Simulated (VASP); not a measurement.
Here is a VASP 6.6.1 calculation.

INCAR

```
ALGO     = Normal         # electronic algorithm
EDIFF    = 1E-7           # SCF threshold, eV
ENCUT    = 520            # plane-wave cutoff, eV
GGA      = PS             # functional
ISIF     = 2              # what is computed and relaxed
ISMEAR   = 0              # smearing method
LASPH    = T              # aspherical terms in the spheres
LCHARG   = F              # write CHGCAR
LREAL    = F              # projectors in reciprocal space
LWAVE    = F              # write WAVECAR
NBANDS   = 28             # bands
NELM     = 80             # most SCF steps
PREC     = Accurate       # precision mode
SIGMA    = 0.05           # smearing width, eV
```

Contents of KPOINTS:

```
k-points
0
Gamma
  8 8 8
```

File POSCAR:

```
SrTiO3
1.0
    3.8913815400      0.0000000000      0.0000000000
    0.0000000000      3.8913815400      0.0000000000
    0.0000000000      0.0000000000      3.8913815400
Sr Ti O
1 1 3
Direct
   -0.0347477560      0.0000000000      0.0000000000
    0.5709799619      0.5000000000      0.5000000000
   -0.0101993054      0.5000000000      0.5000000000
    0.4940677302      0.0000000000      0.5000000000
    0.4940677302      0.5000000000      0.0000000000
```

Potentials or basis: VASP PAW PBE potentials, release 64 (Sr_sv, Ti_sv, O).

Command:

```sh
$ cat potpaw_PBE.64/Sr_sv/POTCAR potpaw_PBE.64/Ti_sv/POTCAR potpaw_PBE.64/O/POTCAR > POTCAR
$ mpirun -np 1 vasp_std > vasp.out
```

(1) What does it give for the band gap on the k mesh?

(2) Predict the largest force.

(3) Predict the pressure.

## Answers

(1) 1.87 eV (least direct gap 2.58 eV).

(2) 6.622 eV/Å.

(3) 9.9 GPa.

Caveat: the cell differs from its parent crystal (atoms displaced along several vibrational modes); the stress differs along the axes, from 3 to 23 GPa; the PAW data sets were made with another functional, which shifts forces and pressure a little.
